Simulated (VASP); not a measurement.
Input of a VASP 6.6.1 run:

File INCAR:

```
ALGO = Normal
EDIFF = 1E-6
ENCUT = 600
GGA_COMPAT = F
ISIF = 2
ISMEAR = 0
LASPH = T
LCHARG = F
LREAL = F
LWAVE = F
NBANDS = 16
NELM = 120
PREC = Accurate
SIGMA = 0.01
```

KPOINTS

```
k-points
0
Gamma
  8 8 8
```

The input POSCAR:

```
GaN
1.0
    0.0000000000      2.1063769354      2.1063769354
    2.1063769354      0.0000000000      2.1063769354
    2.1063769354      2.1063769354      0.0000000000
Ga N
1 1
Direct
    0.0000000000      0.0000000000      0.0000000000
    0.5000000000      0.5000000000      0.5000000000
```

Potentials or basis: VASP PAW LDA potentials, release 64 (Ga_d, N).

The run is started by

```sh
$ cat potpaw_LDA.64/Ga_d/POTCAR potpaw_LDA.64/N/POTCAR > POTCAR
$ mpirun -np 1 vasp_std > vasp.out
```

Question: Predict the band gap on the k mesh.

Answer: 0.49 eV, indirect (least direct gap 2.96 eV).

Question: What does it give for the pressure?

Answer: -4.2 GPa.

A k mesh can miss the band edges. Expect the measured gap to be larger: semilocal functionals such as LDA lack the derivative discontinuity.
